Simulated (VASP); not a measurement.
# CsAg3O2 (P6/mmm) in VASP: further runs

Runs on CsAg3O2. Level: PBE. Tasks: single point.

Everything below comes from runs of VASP 6.6.1. Logs are shortened: lines on timing, memory, paths and dates and some standing lists are left out, and cuts for length are marked.

### Step 1. The cell of the first run

The structure is hexagonal, space group P6/mmm (No. 191). The conventional cell has a = 6.002 Å, b = 6.002 Å, c = 3.535 Å, α = 90.00°, β = 90.00°, γ = 120.00°. Within 4.6 Å of Cs (site symmetry 6/mmm) lie 6 O at 3.47 Å and 12 Ag at 3.48 Å and 2 Cs at 3.54 Å. Ag (site symmetry mmm) has 4 O at 2.48 Å and 4 Ag at 3.00 Å within 3.3 Å. O (site symmetry -6m2) has 6 Ag at 2.48 Å within 3.3 Å.

### Step 2. Single point, PBE

INCAR

```
SYSTEM = CsAg3O2
  ALGO = Normal
  EDIFF = 1E-6
  ENCUT = 520
  GGA = PE
  ISIF = 2
  ISMEAR = 0
  LASPH = .True.
  LCHARG = .False.
  LREAL = .False.
  LWAVE = .False.
  NBANDS = 36
  NELM = 60
  PREC = Accurate
  SIGMA = 0.1
```

KPOINTS

```
k-points
0
Gamma
  3 3 4
  0 0 0
```

POSCAR

```
CsAg3O2
1.0
    6.0022942775      0.0000000000      0.0000000000
   -3.0011471388      5.1981393253      0.0000000000
    0.0000000000      0.0000000000      3.5352487137
Cs Ag O
1 3 2
Direct
    0.0000000000      0.0000000000      0.0000000000
    0.0000000000      0.5000000000      0.5000000000
    0.5000000000      0.5000000000      0.5000000000
    0.5000000000      0.0000000000      0.5000000000
    0.6666666667      0.3333333333      0.0000000000
    0.3333333333      0.6666666667      0.0000000000
```

Potentials or basis: VASP PAW PBE potentials, release 64 (Cs_sv, Ag, O).

Launch:

```bash
cat potpaw_PBE.64/Cs_sv/POTCAR potpaw_PBE.64/Ag/POTCAR potpaw_PBE.64/O/POTCAR > POTCAR
mpirun -np 1 vasp_std > vasp.out
```

OUTCAR:

```text
SYSTEM = CsAg3O2
   EDIFF = 1E-6
   ENCUT = 520
   GGA = PE
   ISIF = 2
   ISMEAR = 0
   LASPH = .True.
   LREAL = .False.
   NELM = 60
   PREC = Accurate

 ion  position               nearest neighbor table
   1  0.000  0.000  0.000-
   2  0.000  0.500  0.500-   5 2.48   6 2.48   5 2.48   6 2.48   4 3.00   4 3.00   3 3.00   3 3.00

   3  0.500  0.500  0.500-   5 2.48   6 2.48   5 2.48   6 2.48   2 3.00   2 3.00   4 3.00   4 3.00

   4  0.500  0.000  0.500-   5 2.48   6 2.48   5 2.48   6 2.48   2 3.00   2 3.00   3 3.00   3 3.00

   5  0.667  0.333  0.000-   2 2.48   2 2.48   4 2.48   4 2.48   3 2.48   3 2.48
   6  0.333  0.667  0.000-   2 2.48   2 2.48   4 2.48   4 2.48   3 2.48   3 2.48

  LATTYP: Found a hexagonal cell.
 ALAT       =     6.0022942775
 C/A-ratio  =     0.5889829039

  Lattice vectors:

 A1 = (   6.0022942775,   0.0000000000,   0.0000000000)
 A2 = (  -3.0011471388,   5.1981393253,   0.0000000000)
 A3 = (   0.0000000000,   0.0000000000,   3.5352487137)

Analysis of symmetry for initial positions (statically):
=====================================================================
 Subroutine PRICEL returns:
 Original cell was already a primitive cell.

 Routine SETGRP: Setting up the symmetry group for a
 hexagonal supercell.

 Subroutine GETGRP returns: Found 24 space group operations
 (whereof 24 operations were pure point group operations)
 out of a pool of 24 trial point group operations.

The static configuration has the point symmetry D_6h.

Analysis of symmetry for dynamics (positions and initial velocities):
=====================================================================
 Subroutine PRICEL returns:
 Original cell was already a primitive cell.

 Routine SETGRP: Setting up the symmetry group for a
 hexagonal supercell.

 Subroutine GETGRP returns: Found 24 space group operations
 (whereof 24 operations were pure point group operations)
 out of a pool of 24 trial point group operations.

The dynamic configuration has the point symmetry D_6h.

 Subroutine INISYM returns: Found 24 space group operations
 (whereof 24 operations are pure point group operations),
 and found     1 'primitive' translations

----------------------------------------------------------------------------------------

                                     Primitive cell

  volume of cell :     110.3025

  direct lattice vectors                    reciprocal lattice vectors
     6.002294277  0.000000000  0.000000000     0.166602961  0.096188264  0.000000000
    -3.001147139  5.198139325  0.000000000     0.000000000  0.192376529  0.000000000
     0.000000000  0.000000000  3.535248714     0.000000000  0.000000000  0.282865530

  length of vectors
     6.002294277  6.002294278  3.535248714     0.192376529  0.192376529  0.282865530

  position of ions in fractional coordinates (direct lattice)
     0.000000000  0.000000000  0.000000000
     1.000000000  0.500000000  0.500000000
     0.500000000  0.500000000  0.500000000
     0.500000000  0.000000000  0.500000000
     0.666666667  0.333333333  0.000000000
     0.333333333  0.666666667  0.000000000

  ion indices of the primitive-cell ions
   primitive index   ion index
                 1           1
                 2           2
                 3           3
                 4           4
                 5           5
                 6           6

----------------------------------------------------------------------------------------

 KPOINTS: k-points

Automatic generation of k-mesh.
 Grid dimensions read from file:
 generate k-points for:    3    3    4

 Generating k-lattice:

  Cartesian coordinates                     Fractional coordinates (reciprocal lattice)
     0.055534320  0.032062755  0.000000000     0.333333333  0.000000000  0.000000000
     0.000000000  0.064125510  0.000000000     0.000000000  0.333333333  0.000000000
     0.000000000  0.000000000  0.070716382     0.000000000  0.000000000  0.250000000

  Length of vectors
     0.064125510  0.064125510  0.070716382

  Shift w.r.t. Gamma in fractional coordinates (k-lattice)
     0.000000000  0.000000000  0.000000000

 Subroutine IBZKPT returns following result:
 ===========================================

 Found      9 irreducible k-points:

 Following reciprocal coordinates:
            Coordinates               Weight
  0.000000  0.000000  0.000000      1.000000
  0.333333  0.000000  0.000000      6.000000
  0.333333  0.333333  0.000000      2.000000
  0.000000  0.000000  0.250000      2.000000
  0.333333  0.000000  0.250000     12.000000
  0.333333  0.333333  0.250000      4.000000
  0.000000  0.000000  0.500000      1.000000
  0.333333  0.000000  0.500000      6.000000
  0.333333  0.333333  0.500000      2.000000
   k-points           NKPTS =      9   k-points in BZ     NKDIM =      9   number of bands    NBANDS=     36
   number of dos      NEDOS =    301   number of ions     NIONS =      6
   total plane-waves  NPLWV =  64512
   dimension x,y,z NGX =    48 NGY =   48 NGZ =   28
   dimension x,y,z NGXF=    96 NGYF=   96 NGZF=   56
   ions per type =               1   3   2
   NGX,Y,Z   is equivalent  to a cutoff of  13.29, 13.29, 13.17 a.u.
   NGXF,Y,Z  is equivalent  to a cutoff of  26.59, 26.59, 26.33 a.u.
 SYSTEM =  CsAg3O2
   PREC   = accura    normal or accurate (medium, high low for compatibility)
   ISTART =      0    job   : 0-new  1-cont  2-samecut
   ICHARG =      2    charge: 1-file 2-atom 10-const
   ISPIN  =      1    spin polarized calculation?
   LNONCOLLINEAR =      F non collinear calculations
   LSORBIT =      F    spin-orbit coupling
   LASPH  =      T    aspherical Exc in radial PAW
   ENCUT  =  520.0 eV  38.22 Ry    6.18 a.u.  11.16 11.16  6.57*2*pi/ulx,y,z
   NELM   =     60;   NELMIN=  2; NELMDL= -5     # of ELM steps
   EDIFF  = 0.1E-05   stopping-criterion for ELM
   LREAL  =      F    real-space projection
   EDIFFG = 0.1E-04   stopping-criterion for IOM
   NSW    =      0    number of steps for IOM
   IBRION =     -1    ionic relax: 0-MD 1-quasi-New 2-CG
   NFREE  =      0    steps in history (QN), initial steepest desc. (CG)
   ISIF   =      2    stress and relaxation
   ISYM   =      2    0-nonsym 1-usesym 2-fastsym
   POTIM  = 0.5000    time-step for ionic-motion
   TEBEG  =    0.0;   TEEND  =   0.0 temperature during run
   PSTRESS=    0.0 pullay stress
   NELECT =      54.0000    total number of electrons
   NUPDOWN=      -1.0000    fix difference up-down
   EMIN   =  10.00;   EMAX   =-10.00  energy-range for DOS
   EFERMI =   0.00;   METHOD = LEGACY
   ISMEAR =     0;   SIGMA  =   0.10  broadening in eV -4-tet -1-fermi 0-gaus
   EFERMI_NEDOS =   21; number of points for ismear=-14 and -15
   IALGO  =     38    algorithm
   IMIX   =      4    mixing-type and parameters
     AMIX     =   0.40;   BMIX     =  1.00
     AMIX_MAG =   1.60;   BMIX_MAG =  1.00
  volume/ion in A,a.u.               =      18.38       124.06
  Fermi-wavevector in a.u.,A,eV,Ry     =   1.290261  2.438240 22.650631  1.664774
  Thomas-Fermi vector in A             =   2.422104
   LORBIT       =      0    0 simple, 1 ext, 2 COOP (PROOUT), +10 PAW based schemes
   GGA     = PE    functional components
   LHFCALC =     F    Hartree Fock is set to
   AEXX    =    0.0000 exact exchange contribution
   IVDW    =     0    specifies the selected vdW correction
   LEPSILON=     F    determine dielectric tensor
   LRPA    =     F    only Hartree local field effects (RPA)
 non-spin polarized calculation
 Gauss-broadening in eV      SIGMA  =   0.10
  energy-cutoff  :      520.00
  volume of cell :      110.30
 maximum number of plane-waves:      3013
 NGX is ok and might be reduce to    48
   NGX = 23   NGY = 23   NGZ = 13

 number of electron      53.9999997 magnetization

 Free energy of the ion-electron system (eV)
  ---------------------------------------------------
  ext. energy  EPLUGINS =         0.00000000
  ---------------------------------------------------
  free energy    TOTEN  =       -19.55904940 eV

  energy without entropy =      -19.53873316  energy(sigma->0) =      -19.54889128

 E-fermi :   5.1142     XC(G=0): -10.6950

 val. band max:        5.1084329349   @ k =   0.3333   0.0000   0.0000
 cond. band min:       5.1145504466   @ k =   0.3333   0.0000   0.0000
 fundamental gap:      0.0061175117
 Fermi energy:         5.1142274957

 k-point     1 :       0.0000    0.0000    0.0000
  band No.  band energies     occupation
      1     -17.3654      2.00000
      2     -11.9794      2.00000
      3     -11.6635      2.00000
      4      -4.3006      2.00000
      5      -4.3006      2.00000
      6      -3.1357      2.00000
[... 28 lines left out ...]
     35      13.1689      0.00000
     36      13.1689      0.00000

 k-point     2 :       0.3333    0.0000    0.0000
  band No.  band energies     occupation
      1     -17.3589      2.00000
      2     -11.9291      2.00000
      3     -11.7360      2.00000
      4      -4.3770      2.00000
      5      -4.3671      2.00000
      6      -3.1572      2.00000
[... 28 lines left out ...]
     35      12.3047      0.00000
     36      12.5953      0.00000

 k-point     3 :       0.3333    0.3333    0.0000
  band No.  band energies     occupation
      1     -17.3557      2.00000
      2     -11.8386      2.00000
      3     -11.8386      2.00000
      4      -4.3992      2.00000
      5      -4.3992      2.00000
      6      -3.1678      2.00000
[... 28 lines left out ...]
     35      12.2547      0.00000
     36      12.2547      0.00000
[... 157 lines left out ...]
 k-point     8 :       0.3333    0.0000    0.5000
  band No.  band energies     occupation
      1     -17.0150      2.00000
      2     -11.7267      2.00000
      3     -11.7105      2.00000
      4      -5.6363      2.00000
      5      -3.9507      2.00000
      6      -3.8368      2.00000
[... 28 lines left out ...]
     35      11.4171      0.00000
     36      13.4895      0.00000

 k-point     9 :       0.3333    0.3333    0.5000
  band No.  band energies     occupation
      1     -17.0141      2.00000
      2     -11.7223      2.00000
      3     -11.7223      2.00000
      4      -5.6039      2.00000
      5      -3.8587      2.00000
      6      -3.8587      2.00000
[... 28 lines left out ...]
     35      12.0112      0.00000
     36      13.5872      0.00000

------------------------ aborting loop because EDIFF is reached ----------------------------------------

  FORCE on cell =-STRESS in cart. coord.  units (eV):
  Direction    XX          YY          ZZ          XY          YZ          ZX
  --------------------------------------------------------------------------------------
  -------------------------------------------------------------------------------------
  Total        0.0015235      0.0015235      0.0144816     -0.0000000      0.0000000      0.0000000
  in kB        0.0221298      0.0221298      0.2103498     -0.0000000      0.0000000      0.0000000
  external PRESSURE =       0.0848698 kB  Pullay stress =       0.0000000 kB

 VOLUME and BASIS-vectors are now :
 -----------------------------------------------------------------------------
  energy-cutoff  :      520.00
  volume of cell :      110.30
      direct lattice vectors                 reciprocal lattice vectors
     6.002294277  0.000000000  0.000000000     0.166602961  0.096188264  0.000000000
    -3.001147139  5.198139325  0.000000000     0.000000000  0.192376529  0.000000000
     0.000000000  0.000000000  3.535248714     0.000000000  0.000000000  0.282865530

 POSITION                                       TOTAL-FORCE (eV/Angst)
 -----------------------------------------------------------------------------------
      0.00000      0.00000      0.00000         0.000000      0.000000      0.000000
     -1.50057      2.59907      1.76762         0.000000      0.000000      0.000000
      1.50057      2.59907      1.76762         0.000000      0.000000      0.000000
      3.00115      0.00000      1.76762         0.000000      0.000000      0.000000
      3.00115      1.73271      0.00000         0.000000     -0.000000     -0.000000
     -0.00000      3.46543      0.00000        -0.000000      0.000000      0.000000
 -----------------------------------------------------------------------------------
    total drift:                               -0.000000      0.000000     -0.000000

  FREE ENERGIE OF THE ION-ELECTRON SYSTEM (eV)
  ---------------------------------------------------
  free  energy   TOTEN  =       -19.5590494050 eV

  energy  without entropy=      -19.5387331619  energy(sigma->0) =      -19.54889128
```

Wall time 16 s (1 thread of Intel Xeon Platinum 8559C (Emerald Rapids), shared host); peak memory 0.24 GiB.

Results:

```
Free energy : -19.5590 eV
Pressure    : 0.0 GPa
```

Levels at points of the mesh, in eV from the Fermi level:
```tsv
k point	band 24	band 25	band 26	band 27	band 28	band 29	band 30	band 31
(0.00, 0.00, 0.00)	-2.13	-1.51	-1.45	-1.45	0.40	3.03	4.12	4.12
(0.00, 0.00, 0.50)	-2.63	-2.57	-0.10	-0.10	0.78	0.78	3.22	3.47
```

Caveat: the k points lie up to 0.44 Å⁻¹ apart; spin-orbit coupling is left out, which moves the levels of the heavy elements.

### Step 3. Single point, PBE

This run uses another cell than the first one, of 21.92 Å³/atom, 1.193 times its volume.

INCAR

```
ALGO = Normal
EDIFF = 1E-6
ENCUT = 520
GGA = PE
ISIF = 2
ISMEAR = 0
LASPH = True
LCHARG = False
LREAL = False
LWAVE = False
NBANDS = 36
NELM = 100
PREC = Accurate
SIGMA = 0.1
```

KPOINTS

```
k-points
0
Gamma
  3 3 4
```

POSCAR

```
CsAg3O2
1.0
    5.8515343000      0.0000000000      0.0000000000
   -2.9257671500      5.0675773500      0.0000000000
    0.0000000000      0.0000000000      4.4359514900
Cs Ag O
1 3 2
Direct
    0.0000000000      0.0000000000      0.0000000000
    0.0000000000      0.5000000000      0.5000000000
    0.5000000000      0.5000000000      0.5000000000
    0.5000000000      0.0000000000      0.5000000000
    0.6666666700      0.3333333300      0.0000000000
    0.3333333300      0.6666666700      0.0000000000
```

Potentials or basis: VASP PAW PBE potentials, release 64 (Cs_sv, Ag, O).

Launch:

```bash
cat potpaw_PBE.64/Cs_sv/POTCAR potpaw_PBE.64/Ag/POTCAR potpaw_PBE.64/O/POTCAR > POTCAR
mpirun -np 1 vasp_std > vasp.out
```

OUTCAR:

```text
EDIFF = 1E-6
   ENCUT = 520
   GGA = PE
   ISIF = 2
   ISMEAR = 0
   LASPH = True
   LREAL = False
   NELM = 100
   PREC = Accurate

 ion  position               nearest neighbor table
   1  0.000  0.000  0.000-
   2  0.000  0.500  0.500-   4 2.93   4 2.93   3 2.93   3 2.93
   3  0.500  0.500  0.500-   4 2.93   4 2.93   2 2.93   2 2.93
   4  0.500  0.000  0.500-   2 2.93   3 2.93   3 2.93   2 2.93
   5  0.667  0.333  0.000-
   6  0.333  0.667  0.000-

  LATTYP: Found a hexagonal cell.
 ALAT       =     5.8515343000
 C/A-ratio  =     0.7580834808

  Lattice vectors:

 A1 = (   5.8515343000,   0.0000000000,   0.0000000000)
 A2 = (  -2.9257671500,   5.0675773500,   0.0000000000)
 A3 = (   0.0000000000,   0.0000000000,   4.4359514900)

Analysis of symmetry for initial positions (statically):
=====================================================================
 Subroutine PRICEL returns:
 Original cell was already a primitive cell.

[... 159 lines left out ...]

  energy without entropy =      -18.10078439  energy(sigma->0) =      -18.11288904

 E-fermi :   2.7522     XC(G=0):  -9.7721

 val. band max:        2.7458509866   @ k =   0.3333   0.0000   0.0000
 cond. band min:       2.7649341974   @ k =   0.0000   0.0000   0.5000
 fundamental gap:      0.0190832107
 Fermi energy:         2.7521994769

 k-point     1 :       0.0000    0.0000    0.0000
  band No.  band energies     occupation
      1     -18.0784      2.00000
      2     -12.8471      2.00000
      3     -12.6214      2.00000
      4      -4.9903      2.00000
      5      -4.9033      2.00000
      6      -4.9033      2.00000
[... 340 lines left out ...]
     35      10.6501      0.00000
     36      10.6925      0.00000

------------------------ aborting loop because EDIFF is reached ----------------------------------------

  FORCE on cell =-STRESS in cart. coord.  units (eV):
  Direction    XX          YY          ZZ          XY          YZ          ZX
  --------------------------------------------------------------------------------------
  -------------------------------------------------------------------------------------
  Total       -2.7499879     -2.7499879    -11.3870483      0.0000000     -0.0000000      0.0000000
  in kB      -33.4953438    -33.4953438   -138.6962803      0.0000000     -0.0000000      0.0000000
  external PRESSURE =     -68.5623226 kB  Pullay stress =       0.0000000 kB

 VOLUME and BASIS-vectors are now :
 -----------------------------------------------------------------------------
  energy-cutoff  :      520.00
  volume of cell :      131.54
      direct lattice vectors                 reciprocal lattice vectors
     5.851534300  0.000000000  0.000000000     0.170895350  0.098666476  0.000000000
    -2.925767150  5.067577350  0.000000000     0.000000000  0.197332952  0.000000000
     0.000000000  0.000000000  4.435951490     0.000000000  0.000000000  0.225430779

 POSITION                                       TOTAL-FORCE (eV/Angst)
 -----------------------------------------------------------------------------------
      0.00000      0.00000      0.00000         0.000000      0.000000      0.000000
     -1.46288      2.53379      2.21798         0.000000      0.000000      0.000000
      1.46288      2.53379      2.21798         0.000000      0.000000      0.000000
      2.92577      0.00000      2.21798         0.000000      0.000000      0.000000
      2.92577      1.68919      0.00000        -0.000000      0.000000     -0.000000
     -0.00000      3.37838      0.00000         0.000000     -0.000000      0.000000
 -----------------------------------------------------------------------------------
    total drift:                                0.000000      0.000000     -0.000000

  FREE ENERGIE OF THE ION-ELECTRON SYSTEM (eV)
  ---------------------------------------------------
  free  energy   TOTEN  =       -18.1249936796 eV

  energy  without entropy=      -18.1007843931  energy(sigma->0) =      -18.11288904
```

OSZICAR:

```text
N       E                     dE             d eps       ncg     rms          rms(c)
DAV:   1     0.360278177278E+03    0.36028E+03   -0.26935E+04   648   0.141E+03
DAV:   2     0.196281498212E+01   -0.35832E+03   -0.34122E+03   740   0.304E+02
DAV:   3    -0.239676031006E+02   -0.25930E+02   -0.25536E+02   740   0.805E+01
DAV:   4    -0.242721743071E+02   -0.30457E+00   -0.30407E+00   724   0.925E+00
DAV:   5    -0.242744850051E+02   -0.23107E-02   -0.23103E-02   724   0.790E-01    0.138E+01
DAV:   6    -0.209634484467E+02    0.33110E+01   -0.31171E+01   832   0.399E+01    0.154E+01
DAV:   7    -0.182749829783E+02    0.26885E+01   -0.90871E+00   728   0.152E+01    0.414E+00
DAV:   8    -0.181627540442E+02    0.11223E+00   -0.10343E+00   672   0.485E+00    0.227E+00
DAV:   9    -0.181264077109E+02    0.36346E-01   -0.86008E-02   704   0.165E+00    0.559E-01
DAV:  10    -0.181248237526E+02    0.15840E-02   -0.13062E-02   696   0.577E-01    0.246E-01
DAV:  11    -0.181250336007E+02   -0.20985E-03   -0.17633E-03   680   0.226E-01    0.114E-01
DAV:  12    -0.181249895044E+02    0.44096E-04   -0.29321E-04   752   0.939E-02    0.306E-02
DAV:  13    -0.181250021740E+02   -0.12670E-04   -0.14215E-04   760   0.557E-02    0.273E-02
DAV:  14    -0.181249938073E+02    0.83668E-05   -0.36116E-05   672   0.301E-02    0.412E-03
DAV:  15    -0.181249936796E+02    0.12765E-06   -0.33800E-06   556   0.947E-03
   1 F= -.18124994E+02 E0= -.18112889E+02  d E =-.242093E-01
```

It took 22 s on 1 thread of Intel Xeon Platinum 8559C (Emerald Rapids), shared host; peak memory 0.28 GiB.

Results:

```
Free energy            : -18.1250 eV
Pressure               : -6.9 GPa
Band gap on the k mesh : zero (band 27 reaches 2.76 eV, above the bottom of band 28 at 2.75 eV)
```

Caveat: the k points lie up to 0.41 Å⁻¹ apart; spin-orbit coupling is left out, which moves the levels of the heavy elements.

(Continued in part 2 of 2.)
